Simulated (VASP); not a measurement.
# Al5Rh (P6/mmm) in VASP: further runs

The runs below take Al5Rh through relaxation of cell and atoms, single point, with PBE.

Program: VASP 6.6.1. These are calculated values, not measurements. Logs are shortened: lines on timing, memory, paths and dates and some standing lists are left out, and cuts for length are marked.

## 1. The cell of the first run

It takes space group P6/mmm (No. 191, hexagonal). The conventional cell has a = 4.158 Å, b = 4.158 Å, c = 6.822 Å, α = 90.00°, β = 90.00°, γ = 120.00°. Within 2.8 Å of Al (site symmetry 6mm) lie 1 Rh at 2.09 Å and 7 Al at 2.47 to 2.65 Å. Al (site symmetry mmm) has 8 Al at 2.08 to 2.47 Å within 2.8 Å. Rh (site symmetry 6/mmm) has 2 Al at 2.09 Å within 2.8 Å.

The cell was built from a structure type or drawn by symmetry, and may not be a known phase.

## 2. Relaxation of cell and atoms, PBE

The input, INCAR:

```
ALGO = Normal
EDIFF = 1E-7
EDIFFG = -0.04
ENCUT = 600
GGA = PE
IBRION = 2
ISIF = 3
ISMEAR = 0
LASPH = True
LCHARG = False
LREAL = False
LWAVE = False
NELM = 100
NSW = 90
PREC = Accurate
SIGMA = 0.1
```

The input, KPOINTS:

```
k-points
0
Gamma
  6 6 4
```

The input, POSCAR:

```
Al5Rh
1.0
    4.1582622400      0.0000000000      0.0000000000
   -2.0791311200      3.6011607400      0.0000000000
    0.0000000000      0.0000000000      6.8218719900
Al Rh
5 1
Direct
    0.0000000000      0.0000000000      0.1941526900
    0.0000000000      0.0000000000      0.8058473100
    0.5000000000      0.0000000000      0.0000000000
    0.0000000000      0.5000000000      0.0000000000
    0.5000000000      0.5000000000      0.0000000000
    0.0000000000      0.0000000000      0.5000000000
```

Potentials or basis: VASP PAW PBE potentials, release 64 (Al, Rh_pv).

Started as:

```console
> cat potpaw_PBE.64/Al/POTCAR potpaw_PBE.64/Rh_pv/POTCAR > POTCAR
> mpirun -np 1 vasp_std > vasp.out
```

OUTCAR:

```text
EDIFF = 1E-7
   EDIFFG = -0.04
   ENCUT = 600
   GGA = PE
   IBRION = 2
   ISIF = 3
   ISMEAR = 0
   LASPH = True
   LREAL = False
   NELM = 100
   NSW = 90
   PREC = Accurate

 ion  position               nearest neighbor table
   1  0.000  0.000  0.194-   6 2.09   3 2.47   3 2.47   4 2.47   4 2.47   5 2.47   5 2.47   2 2.65

   2  0.000  0.000  0.806-   6 2.09   3 2.47   3 2.47   4 2.47   4 2.47   5 2.47   5 2.47   1 2.65

   3  0.500  0.000  0.000-   4 2.08   5 2.08   5 2.08   4 2.08   1 2.47   1 2.47   2 2.47   2 2.47

   4  0.000  0.500  0.000-   5 2.08   5 2.08   3 2.08   3 2.08   1 2.47   2 2.47   1 2.47   2 2.47

   5  0.500  0.500  0.000-   4 2.08   4 2.08   3 2.08   3 2.08   1 2.47   2 2.47   1 2.47   2 2.47

   6  0.000  0.000  0.500-   1 2.09   2 2.09

  LATTYP: Found a hexagonal cell.
 ALAT       =     4.1582622400
 C/A-ratio  =     1.6405583862

  Lattice vectors:

 A1 = (   4.1582622400,   0.0000000000,   0.0000000000)
 A2 = (  -2.0791311200,   3.6011607400,   0.0000000000)
 A3 = (   0.0000000000,   0.0000000000,   6.8218719900)

Analysis of symmetry for initial positions (statically):
=====================================================================
 Subroutine PRICEL returns:
 Original cell was already a primitive cell.

 Routine SETGRP: Setting up the symmetry group for a
 hexagonal supercell.

 Subroutine GETGRP returns: Found 24 space group operations
 (whereof 24 operations were pure point group operations)
 out of a pool of 24 trial point group operations.

The static configuration has the point symmetry D_6h.

Analysis of symmetry for dynamics (positions and initial velocities):
=====================================================================
 Subroutine PRICEL returns:
 Original cell was already a primitive cell.

 Routine SETGRP: Setting up the symmetry group for a
 hexagonal supercell.

 Subroutine GETGRP returns: Found 24 space group operations
 (whereof 24 operations were pure point group operations)
 out of a pool of 24 trial point group operations.

The dynamic configuration has the point symmetry D_6h.

 Subroutine INISYM returns: Found 24 space group operations
 (whereof 24 operations are pure point group operations),
 and found     1 'primitive' translations

----------------------------------------------------------------------------------------

                                     Primitive cell

  volume of cell :     102.1546

  direct lattice vectors                    reciprocal lattice vectors
     4.158262240  0.000000000  0.000000000     0.240485073  0.138844122  0.000000000
    -2.079131120  3.601160740  0.000000000     0.000000000  0.277688243  0.000000000
     0.000000000  0.000000000  6.821871990     0.000000000  0.000000000  0.146587330

  length of vectors
     4.158262240  4.158262244  6.821871990     0.277688244  0.277688243  0.146587330

  position of ions in fractional coordinates (direct lattice)
     0.000000000  0.000000000  0.194152690
     0.000000000  0.000000000  0.805847310
     0.500000000  0.000000000  0.000000000
     0.000000000  0.500000000  0.000000000
     0.500000000  0.500000000  0.000000000
     0.000000000  0.000000000  0.500000000

  ion indices of the primitive-cell ions
   primitive index   ion index
                 1           1
                 2           2
                 3           3
                 4           4
                 5           5
                 6           6

----------------------------------------------------------------------------------------

 KPOINTS: k-points

Automatic generation of k-mesh.
 Grid dimensions read from file:
 generate k-points for:    6    6    4

 Generating k-lattice:

  Cartesian coordinates                     Fractional coordinates (reciprocal lattice)
     0.040080846  0.023140687  0.000000000     0.166666667  0.000000000  0.000000000
     0.000000000  0.046281374  0.000000000     0.000000000  0.166666667  0.000000000
     0.000000000  0.000000000  0.036646832     0.000000000  0.000000000  0.250000000

  Length of vectors
     0.046281374  0.046281374  0.036646832

  Shift w.r.t. Gamma in fractional coordinates (k-lattice)
     0.000000000  0.000000000  0.000000000

 Subroutine IBZKPT returns following result:
 ===========================================

 Found     21 irreducible k-points:

 Following reciprocal coordinates:
            Coordinates               Weight
  0.000000  0.000000  0.000000      1.000000
  0.166667  0.000000  0.000000      6.000000
  0.333333  0.000000  0.000000      6.000000
  0.500000  0.000000  0.000000      3.000000
  0.166667  0.166667  0.000000      6.000000
  0.333333  0.166667  0.000000     12.000000
[... 13 lines left out ...]
  0.333333  0.166667  0.500000     12.000000
  0.333333  0.333333  0.500000      2.000000
   k-points           NKPTS =     21   k-points in BZ     NKDIM =     21   number of bands    NBANDS=     19
   number of dos      NEDOS =    301   number of ions     NIONS =      6
   total plane-waves  NPLWV =  69984
   dimension x,y,z NGX =    36 NGY =   36 NGZ =   54
   dimension x,y,z NGXF=    72 NGYF=   72 NGZF=  108
   ions per type =               5   1
   NGX,Y,Z   is equivalent  to a cutoff of  14.39, 14.39, 13.16 a.u.
   NGXF,Y,Z  is equivalent  to a cutoff of  28.79, 28.79, 26.32 a.u.
 SYSTEM =  unknown system
   PREC   = accura    normal or accurate (medium, high low for compatibility)
   ISTART =      0    job   : 0-new  1-cont  2-samecut
   ICHARG =      2    charge: 1-file 2-atom 10-const
   ISPIN  =      1    spin polarized calculation?
   LNONCOLLINEAR =      F non collinear calculations
   LSORBIT =      F    spin-orbit coupling
   LASPH  =      T    aspherical Exc in radial PAW
   ENCUT  =  600.0 eV  44.10 Ry    6.64 a.u.   8.31  8.31 13.62*2*pi/ulx,y,z
   NELM   =    100;   NELMIN=  2; NELMDL= -5     # of ELM steps
   EDIFF  = 0.1E-06   stopping-criterion for ELM
   LREAL  =      F    real-space projection
   EDIFFG = -.4E-01   stopping-criterion for IOM
   NSW    =     90    number of steps for IOM
   IBRION =      2    ionic relax: 0-MD 1-quasi-New 2-CG
   NFREE  =      1    steps in history (QN), initial steepest desc. (CG)
   ISIF   =      3    stress and relaxation
   ISYM   =      2    0-nonsym 1-usesym 2-fastsym
   POTIM  = 0.5000    time-step for ionic-motion
   TEBEG  =    0.0;   TEEND  =   0.0 temperature during run
   PSTRESS=    0.0 pullay stress
   NELECT =      30.0000    total number of electrons
   NUPDOWN=      -1.0000    fix difference up-down
   EMIN   =  10.00;   EMAX   =-10.00  energy-range for DOS
   EFERMI =   0.00;   METHOD = LEGACY
   ISMEAR =     0;   SIGMA  =   0.10  broadening in eV -4-tet -1-fermi 0-gaus
   EFERMI_NEDOS =   21; number of points for ismear=-14 and -15
   IALGO  =     38    algorithm
   IMIX   =      4    mixing-type and parameters
     AMIX     =   0.40;   BMIX     =  1.00
     AMIX_MAG =   1.60;   BMIX_MAG =  1.00
  volume/ion in A,a.u.               =      17.03       114.90
  Fermi-wavevector in a.u.,A,eV,Ry     =   1.088168  2.056339 16.110788  1.184110
  Thomas-Fermi vector in A             =   2.224344
   LORBIT       =      0    0 simple, 1 ext, 2 COOP (PROOUT), +10 PAW based schemes
   GGA     = PE    functional components
   LHFCALC =     F    Hartree Fock is set to
   AEXX    =    0.0000 exact exchange contribution
   IVDW    =     0    specifies the selected vdW correction
   LEPSILON=     F    determine dielectric tensor
   LRPA    =     F    only Hartree local field effects (RPA)
 conjugate gradient relaxation of ions
 non-spin polarized calculation
 Gauss-broadening in eV      SIGMA  =   0.10
  energy-cutoff  :      600.00
  volume of cell :      102.15
 maximum number of plane-waves:      3436
 NGX is ok and might be reduce to    36
   NGX = 17   NGY = 17   NGZ = 27

--------------------------------------- Ionic step        1  -------------------------------------------

 number of electron      30.0000004 magnetization

 Free energy of the ion-electron system (eV)
  ---------------------------------------------------
  ext. energy  EPLUGINS =         0.00000000
  ---------------------------------------------------
  free energy    TOTEN  =       -11.52555603 eV

  energy without entropy =      -11.50637532  energy(sigma->0) =      -11.51596568

 E-fermi :   6.7012     XC(G=0):  -9.8737

 val. band max:        6.6518644017   @ k =   0.1667   0.1667   0.2500
 cond. band min:       6.7220905230   @ k =   0.0000   0.0000   0.5000
 fundamental gap:      0.0702261214
 Fermi energy:         6.7011521168

 k-point     1 :       0.0000    0.0000    0.0000
  band No.  band energies     occupation
      1     -38.8854      2.00000
      2     -37.9964      2.00000
      3     -37.9964      2.00000
      4      -6.0262      2.00000
      5       0.1372      2.00000
      6       2.2514      2.00000
[... 11 lines left out ...]
     18       9.4741      0.00000
     19       9.6884      0.00000
[... 740 lines left out ...]
 POSITION                                       TOTAL-FORCE (eV/Angst)
 -----------------------------------------------------------------------------------
      5.17761     -0.00000      1.38247         0.000000     -0.000000     -0.060765
     -0.00000      0.00000      6.06385        -0.000000      0.000000      0.060765
      2.58880     -0.00000     -0.00000         0.000000     -0.000000      0.000000
     -1.29440      2.24197      0.00000         0.000000     -0.000000      0.000000
      1.29440      2.24197      0.00000         0.000000     -0.000000      0.000000
     -0.00000      0.00000      3.72316         0.000000     -0.000000      0.000000
 -----------------------------------------------------------------------------------
    total drift:                                0.000000     -0.000000      0.000000

  FREE ENERGIE OF THE ION-ELECTRON SYSTEM (eV)
  ---------------------------------------------------
  free  energy   TOTEN  =       -20.6843861957 eV

  energy  without entropy=      -20.6431809660  energy(sigma->0) =      -20.66378358

--------------------------------------- Ionic step        9  -------------------------------------------

 number of electron      29.9999991 magnetization

 Free energy of the ion-electron system (eV)
  ---------------------------------------------------
  ext. energy  EPLUGINS =         0.00000000
  ---------------------------------------------------
  free energy    TOTEN  =       -20.68476361 eV

  energy without entropy =      -20.64361725  energy(sigma->0) =      -20.66419043

 E-fermi :   2.6074     XC(G=0):  -7.8357

 val. band max:        2.6062936826   @ k =   0.3333   0.0000   0.2500
 cond. band min:       2.6077800628   @ k =   0.1667   0.1667   0.5000
 fundamental gap:      0.0014863802
 Fermi energy:         2.6073757024

 k-point     1 :       0.0000    0.0000    0.0000
  band No.  band energies     occupation
      1     -42.5441      2.00000
      2     -41.8769      2.00000
      3     -41.8769      2.00000
      4      -6.9369      2.00000
      5      -1.7753      2.00000
      6      -1.2078      2.00000
[... 11 lines left out ...]
     18       4.3158      0.00000
     19       5.1854      0.00000
[... 460 lines left out ...]
 POSITION                                       TOTAL-FORCE (eV/Angst)
 -----------------------------------------------------------------------------------
     -0.00000      0.00000      1.37403         0.000000     -0.000000     -0.021710
     -2.59091      4.48759      6.05469        -0.000000      0.000000      0.021710
      2.59091      0.00000      7.42872         0.000000      0.000000      0.000000
     -1.29545      2.24379      7.42872         0.000000      0.000000      0.000000
      1.29545      2.24379      7.42872         0.000000      0.000000      0.000000
     -0.00000      0.00000      3.71436         0.000000      0.000000      0.000000
 -----------------------------------------------------------------------------------
    total drift:                               -0.000000     -0.000000      0.000000

  FREE ENERGIE OF THE ION-ELECTRON SYSTEM (eV)
  ---------------------------------------------------
  free  energy   TOTEN  =       -20.6847636125 eV

  energy  without entropy=      -20.6436172498  energy(sigma->0) =      -20.66419043

 reached required accuracy - stopping structural energy minimisation
```

Run time: 14 min. Hardware: 1 thread of Intel Xeon 8259CL, shared host; peak memory 0.28 GiB.

Results:

- Free energy: -20.6848 eV
- Relaxed volume: 28.79 Å³/atom
- Relaxed cell: a = 5.182 Å, b = 5.182 Å, c = 7.429 Å, α = 90.00°, β = 90.00°, γ = 120.00°
- Space group after relaxing (to 0.1 Å): P6/mmm (No. 191)
- Energy gained by relaxing: 1526.5 meV/atom
- Ionic steps: 9
- Pressure after relaxing: -0.1 GPa
- Largest force after relaxing: 0.022 eV/Å
- Band gap on the k mesh: zero (bands 15 and 16 overlap by 0.40 eV)

Forces in eV/Å, atoms in the order of the input:
```
Al   0.000  0.000 -0.022
Al   0.000  0.000  0.022
Al   0.000  0.000  0.000
Al   0.000  0.000  0.000
Al   0.000  0.000  0.000
Rh   0.000  0.000  0.000
```

Stress tensor (GPa, compression positive):
```
-0.14  0.00  0.00
 0.00 -0.14  0.00
 0.00  0.00 -0.03
```

The path:
```
step  energy change (eV)  largest force (eV/Å)  pressure (GPa)  volume (Å³)
   1              0.0000                0.3808           59.77       102.15
   2             -7.9957                0.0861           -5.29       226.70
   3             -9.0520                0.6348            0.99       171.02
   4             -9.0665                0.5357           -0.67       178.80
   5             -9.0709                0.5676           -0.21       176.46
   6             -9.0694                0.5905            0.15       174.71
   7             -9.1169                0.4479            0.03       174.12
   8             -9.1588                0.0608           -0.10       172.87
   9             -9.1592                0.0217           -0.10       172.75
```

Final structure:
```
Al Rh
1.0
     5.18182    0.00000    0.00000
    -2.59091    4.48759    0.00000
     0.00000    0.00000    7.42872
Al Rh
5 1
Direct
  0.00000 0.00000 0.18496
  0.00000 0.00000 0.81504
  0.50000 0.00000 0.00000
  0.00000 0.50000 0.00000
  0.50000 0.50000 0.00000
  0.00000 0.00000 0.50000
```

Levels at points of the mesh, in eV from the Fermi level:
```
           k point  band 12  band 13  band 14  band 15  band 16  band 17  band 18  band 19
(0.00, 0.00, 0.00)    -1.46    -1.28    -1.28    -0.72    -0.18    -0.18     1.71     2.58
(0.50, 0.00, 0.00)    -0.41    -0.33    -0.12     0.16     1.25     1.49     1.55     2.28
(0.00, 0.00, 0.50)    -1.42    -0.95    -0.95    -0.24    -0.24    -0.20     0.34     1.61
(0.50, 0.00, 0.50)    -1.05    -0.23    -0.11     0.13     0.61     1.23     1.96     2.58
```

Caveat: the volume moved by over 15 % at a fixed basis, so the end points are rough.

[end of part 1 of 2]
